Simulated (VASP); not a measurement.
# Fe (Fm-3m) in VASP: a series of runs

Fe is run at these levels: PBE; tasks: single point.

Everything below comes from runs of VASP 6.6.1. Logs are shortened: lines on timing, memory, paths and dates and some standing lists are left out, and cuts for length are marked.

## (1) The cell of the first run

It takes space group Fm-3m (No. 225, cubic). Conventional cell: a = 3.679 Å, b = 3.679 Å, c = 3.679 Å, α = 90.00°, β = 90.00°, γ = 90.00°. Fe (site symmetry m-3m) has 12 Fe at 2.60 Å within 3.4 Å.

## (2) Single point, PBE, collinear spin, ferromagnetic start

INCAR

```
PREC     = Accurate       # precision mode
ENCUT    = 520            # plane-wave cutoff, eV
EDIFF    = 1E-7           # SCF threshold, eV
ISMEAR   = -1             # smearing method
SIGMA    = 0.1            # smearing width, eV
LREAL    = False          # projectors in reciprocal space
LASPH    = True           # aspherical terms in the spheres
NELM     = 150            # most SCF steps
ALGO     = Normal         # electronic algorithm
ISIF     = 2              # what is computed and relaxed
LWAVE    = False          # write WAVECAR
LCHARG   = False          # write CHGCAR
ISPIN    = 2              # spin polarisation
MAGMOM   = 1.73           # initial moments
LORBIT   = 11             # projections on sites
NUPDOWN  = 1.73           # fixed moment
LMAXMIX  = 4              # l up to which the mixer works
GGA      = PE             # functional
NBANDS   = 14             # bands
```

KPOINTS

```
regular mesh
0
Gamma
  12 12 12
```

POSCAR

```
Fe
1.0
    0.0000000000      1.8395000000      1.8395000000
    1.8395000000      0.0000000000      1.8395000000
    1.8395000000      1.8395000000      0.0000000000
Fe
1
Direct
    0.0000000000      0.0000000000      0.0000000000
```

Potentials or basis: VASP PAW PBE potentials, release 64 (Fe).

Launch:

```bash
> cat potpaw_PBE.64/Fe/POTCAR > POTCAR
> mpirun -np 1 vasp_std > vasp.out
```

OUTCAR:

```text
PREC = Accurate
   ENCUT = 520
   EDIFF = 1E-7
   ISMEAR = -1
   LREAL = False
   LASPH = True
   NELM = 150
   ISIF = 2
   ISPIN = 2
   LORBIT = 11
   NUPDOWN = 1.73
   GGA = PE

 ion  position               nearest neighbor table
   1  0.000  0.000  0.000-

  LATTYP: Found a face centered cubic cell.
 ALAT       =     3.6790000000

  Lattice vectors:

 A1 = (   0.0000000000,   1.8395000000,   1.8395000000)
 A2 = (   1.8395000000,   0.0000000000,   1.8395000000)
 A3 = (   1.8395000000,   1.8395000000,   0.0000000000)

Analysis of symmetry for initial positions (statically):
=====================================================================
 Subroutine PRICEL returns:
 Original cell was already a primitive cell.

 Routine SETGRP: Setting up the symmetry group for a
 face centered cubic supercell.

 Subroutine GETGRP returns: Found 48 space group operations
 (whereof 48 operations were pure point group operations)
 out of a pool of 48 trial point group operations.

The static configuration has the point symmetry O_h .

Analysis of symmetry for dynamics (positions and initial velocities):
=====================================================================
 Subroutine PRICEL returns:
 Original cell was already a primitive cell.

 Routine SETGRP: Setting up the symmetry group for a
 face centered cubic supercell.

 Subroutine GETGRP returns: Found 48 space group operations
 (whereof 48 operations were pure point group operations)
 out of a pool of 48 trial point group operations.

The dynamic configuration has the point symmetry O_h .

Analysis of structural, dynamic, and magnetic symmetry:
=====================================================================
 Subroutine PRICEL returns:
 Original cell was already a primitive cell.

 Routine SETGRP: Setting up the symmetry group for a
 face centered cubic supercell.

 Subroutine GETGRP returns: Found 48 space group operations
 (whereof 48 operations were pure point group operations)
 out of a pool of 48 trial point group operations.

The overall configuration has the point symmetry O_h .

 Subroutine INISYM returns: Found 48 space group operations
 (whereof 48 operations are pure point group operations),
 and found     1 'primitive' translations

----------------------------------------------------------------------------------------

                                     Primitive cell

  volume of cell :      12.4489

  direct lattice vectors                    reciprocal lattice vectors
     0.000000000  1.839500000  1.839500000    -0.271812993  0.271812993  0.271812993
     1.839500000  0.000000000  1.839500000     0.271812993 -0.271812993  0.271812993
     1.839500000  1.839500000  0.000000000     0.271812993  0.271812993 -0.271812993

  length of vectors
     2.601445848  2.601445848  2.601445848     0.470793913  0.470793913  0.470793913

  position of ions in fractional coordinates (direct lattice)
     0.000000000  0.000000000  0.000000000

  ion indices of the primitive-cell ions
   primitive index   ion index
                 1           1

----------------------------------------------------------------------------------------

 KPOINTS: regular mesh

Automatic generation of k-mesh.
 Grid dimensions read from file:
 generate k-points for:   12   12   12

 Generating k-lattice:

  Cartesian coordinates                     Fractional coordinates (reciprocal lattice)
    -0.022651083  0.022651083  0.022651083     0.083333333  0.000000000  0.000000000
     0.022651083 -0.022651083  0.022651083     0.000000000  0.083333333  0.000000000
     0.022651083  0.022651083 -0.022651083     0.000000000  0.000000000  0.083333333

  Length of vectors
     0.039232826  0.039232826  0.039232826

  Shift w.r.t. Gamma in fractional coordinates (k-lattice)
     0.000000000  0.000000000  0.000000000

 Subroutine IBZKPT returns following result:
 ===========================================

 Found     72 irreducible k-points:

 Following reciprocal coordinates:
            Coordinates               Weight
  0.000000  0.000000  0.000000      1.000000
  0.083333  0.000000  0.000000      8.000000
  0.166667  0.000000  0.000000      8.000000
  0.250000  0.000000  0.000000      8.000000
  0.333333  0.000000  0.000000      8.000000
  0.416667  0.000000  0.000000      8.000000
[... 16 lines left out ...]
  0.500000  0.166667  0.000000     24.000000
 -0.416667  0.166667  0.000000     24.000000
 [... further k-points ...]
   k-points           NKPTS =     72   k-points in BZ     NKDIM =     72   number of bands    NBANDS=     14
   number of dos      NEDOS =    301   number of ions     NIONS =      1
   total plane-waves  NPLWV =   8000
   dimension x,y,z NGX =    20 NGY =   20 NGZ =   20
   dimension x,y,z NGXF=    40 NGYF=   40 NGZF=   40
   ions per type =               1
   NGX,Y,Z   is equivalent  to a cutoff of  12.78, 12.78, 12.78 a.u.
   NGXF,Y,Z  is equivalent  to a cutoff of  25.56, 25.56, 25.56 a.u.
 SYSTEM =  unknown system
   PREC   = accura    normal or accurate (medium, high low for compatibility)
   ISTART =      0    job   : 0-new  1-cont  2-samecut
   ICHARG =      2    charge: 1-file 2-atom 10-const
   ISPIN  =      2    spin polarized calculation?
   LNONCOLLINEAR =      F non collinear calculations
   LSORBIT =      F    spin-orbit coupling
   LASPH  =      T    aspherical Exc in radial PAW
   ENCUT  =  520.0 eV  38.22 Ry    6.18 a.u.   4.84  4.84  4.84*2*pi/ulx,y,z
   NELM   =    150;   NELMIN=  2; NELMDL= -5     # of ELM steps
   EDIFF  = 0.1E-06   stopping-criterion for ELM
   LREAL  =      F    real-space projection
   EDIFFG = 0.1E-05   stopping-criterion for IOM
   NSW    =      0    number of steps for IOM
   IBRION =     -1    ionic relax: 0-MD 1-quasi-New 2-CG
   NFREE  =      0    steps in history (QN), initial steepest desc. (CG)
   ISIF   =      2    stress and relaxation
   ISYM   =      2    0-nonsym 1-usesym 2-fastsym
   POTIM  = 0.5000    time-step for ionic-motion
   TEBEG  =    0.0;   TEEND  =   0.0 temperature during run
   PSTRESS=    0.0 pullay stress
   NELECT =       8.0000    total number of electrons
   NUPDOWN=       1.7300    fix difference up-down
   EMIN   =  10.00;   EMAX   =-10.00  energy-range for DOS
   EFERMI =   0.00;   METHOD = LEGACY
   ISMEAR =    -1;   SIGMA  =   0.10  broadening in eV -4-tet -1-fermi 0-gaus
   EFERMI_NEDOS =   21; number of points for ismear=-14 and -15
   IALGO  =     38    algorithm
   IMIX   =      4    mixing-type and parameters
     AMIX     =   0.40;   BMIX     =  1.00
     AMIX_MAG =   1.60;   BMIX_MAG =  1.00
  volume/ion in A,a.u.               =      12.45        84.01
  Fermi-wavevector in a.u.,A,eV,Ry     =   1.412738  2.669688 27.154907  1.995829
  Thomas-Fermi vector in A             =   2.534456
   LORBIT       =     11    0 simple, 1 ext, 2 COOP (PROOUT), +10 PAW based schemes
   GGA     = PE    functional components
   LHFCALC =     F    Hartree Fock is set to
   AEXX    =    0.0000 exact exchange contribution
   IVDW    =     0    specifies the selected vdW correction
   LEPSILON=     F    determine dielectric tensor
   LRPA    =     F    only Hartree local field effects (RPA)
 spin polarized calculation
  energy-cutoff  :      520.00
  volume of cell :       12.45
 maximum number of plane-waves:       347
   NGX =  9   NGY =  9   NGZ =  9

 number of electron       8.0000001 magnetization       1.7300000

 Free energy of the ion-electron system (eV)
  ---------------------------------------------------
  ext. energy  EPLUGINS =         0.00000000
  ---------------------------------------------------
  free energy    TOTEN  =        -7.99602626 eV

  energy without entropy =       -7.92479137  energy(sigma->0) =       -7.96040882

 E-fermi :   5.0277     XC(G=0): -12.6258

 val. band max:        4.9942524467   @ k =   0.5000   0.1667   0.0833
 cond. band min:       4.8095758450   @ k =  -0.4167   0.2500   0.0833
 fundamental gap:     -0.1846766017
 Fermi energy:         4.8056330753

 spin component 1

 k-point     1 :       0.0000    0.0000    0.0000
  band No.  band energies     occupation
      1      -2.9661      1.00000
      2       3.0490      1.00000
      3       3.0490      1.00000
      4       3.0490      1.00000
      5       3.8342      0.99994
      6       3.8342      0.99994
      7      26.6424      0.00000
      8      30.4810      0.00000
      9      30.4810      0.00000
     10      30.4810      0.00000
     11      33.2129      0.00000
     12      33.2129      0.00000
     13      33.2129      0.00000
     14      35.8229      0.00000
[... 375 lines left out ...]
 k-point    24 :      -0.4167    0.1667    0.0000
  band No.  band energies     occupation
      1       1.1921      1.00000
      2       2.3242      1.00000
      3       3.1559      1.00000
      4       3.2599      1.00000
      5       4.7086      0.72525
      6       7.4867      0.00000
      7      11.4275      0.00000
      8      20.8026      0.00000
      9      25.1829      0.00000
     10      26.1439      0.00000
     11      34.4080      0.00000
     12      34.7697      0.00000
     13      41.4096      0.00000
     14      43.8840      0.00000

 [... further k-points ...]

 spin component 2

 k-point     1 :       0.0000    0.0000    0.0000
  band No.  band energies     occupation
      1      -2.8620      1.00000
      2       4.4851      0.99562
      3       4.4851      0.99562
      4       4.4851      0.99562
      5       6.1163      0.00002
      6       6.1164      0.00002
      7      26.3106      0.00000
      8      30.7773      0.00000
      9      30.7774      0.00000
     10      30.7774      0.00000
     11      33.5831      0.00000
     12      33.5831      0.00000
     13      33.5831      0.00000
     14      35.2629      0.00000
[... 375 lines left out ...]
 k-point    24 :      -0.4167    0.1667    0.0000
  band No.  band energies     occupation
      1       2.0899      1.00000
      2       3.8803      0.99999
      3       4.3348      0.99902
      4       5.0492      0.44645
      5       6.5679      0.00000
      6       8.5659      0.00000
      7      12.3180      0.00000
      8      21.1863      0.00000
      9      25.6529      0.00000
     10      26.2491      0.00000
     11      34.7541      0.00000
     12      34.9219      0.00000
     13      41.7705      0.00000
     14      44.2298      0.00000

 [... further k-points ...]
[... 5 lines left out ...]
  --------------------------------------------------------------------------------------
  -------------------------------------------------------------------------------------
  Total       -1.6406586     -1.6406586     -1.6406586     -0.0000000      0.0000000     -0.0000000
  in kB     -211.1540623   -211.1540623   -211.1540623     -0.0000000      0.0000000     -0.0000000
  external PRESSURE =    -211.1540623 kB  Pullay stress =       0.0000000 kB

 VOLUME and BASIS-vectors are now :
 -----------------------------------------------------------------------------
  energy-cutoff  :      520.00
  volume of cell :       12.45
      direct lattice vectors                 reciprocal lattice vectors
     0.000000000  1.839500000  1.839500000    -0.271812993  0.271812993  0.271812993
     1.839500000  0.000000000  1.839500000     0.271812993 -0.271812993  0.271812993
     1.839500000  1.839500000  0.000000000     0.271812993  0.271812993 -0.271812993

 POSITION                                       TOTAL-FORCE (eV/Angst)
 -----------------------------------------------------------------------------------
      0.00000      0.00000      0.00000         0.000000      0.000000      0.000000
 -----------------------------------------------------------------------------------
    total drift:                                0.000000      0.000000      0.000000

  FREE ENERGIE OF THE ION-ELECTRON SYSTEM (eV)
  ---------------------------------------------------
  free  energy   TOTEN  =        -7.9960262638 eV

  energy  without entropy=       -7.9247913678  energy(sigma->0) =       -7.96040882

 total charge

# of ion       s       p       d       tot
------------------------------------------
    1        0.451   0.461   6.179   7.091

 magnetization (x)

# of ion       s       p       d       tot
------------------------------------------
    1       -0.013  -0.041   1.795   1.741
```

Run time: 14 s. Hardware: 1 thread of Intel Xeon 6975P-C (Granite Rapids), shared host; peak memory 0.14 GiB.

Results:

- Free energy: -7.9960 eV
- Pressure: -21.1 GPa
- Net moment: 1.73 μB per cell
- Site moments: Fe +1.74 μB
- Valence electrons inside the program's atomic spheres: Fe 7.09

Caveat: the total moment is fixed, so each spin has its own Fermi level.

## (3) Single point, PBE, collinear spin, ferromagnetic start

INCAR

```
ALGO = Normal ; EDIFF = 1E-7
ENCUT = 520 ; GGA = PE
ISIF = 2 ; ISMEAR = -1
ISPIN = 2 ; LASPH = True
LCHARG = False ; LMAXMIX = 4
LORBIT = 11 ; LREAL = False
LWAVE = False ; MAGMOM = 2.88
NBANDS = 14 ; NELM = 150
NUPDOWN = 2.88 ; PREC = Accurate
SIGMA = 0.1
```

KPOINTS

```
k-points
0
Gamma
  12 12 12
```

POSCAR is that of step 2.

Potentials or basis: VASP PAW PBE potentials, release 64 (Fe).

Launch:

```bash
> cat potpaw_PBE.64/Fe/POTCAR > POTCAR
> mpirun -np 1 vasp_std > vasp.out
```

Run time: 13 s. Hardware: 1 thread of Intel Xeon 6975P-C (Granite Rapids), shared host; peak memory 0.14 GiB.

The run converged. Its results:

```yaml
Free_energy: -8.0433 eV
Pressure: 0.5 GPa
Net_moment: 2.88 μB per cell
Site_moments: Fe +2.86 μB
Valence_electrons_inside_the_program's_atomic_spheres: Fe 7.09
```

Caveat: the total moment is fixed, so each spin has its own Fermi level.

(Continued in part 2 of 2.)
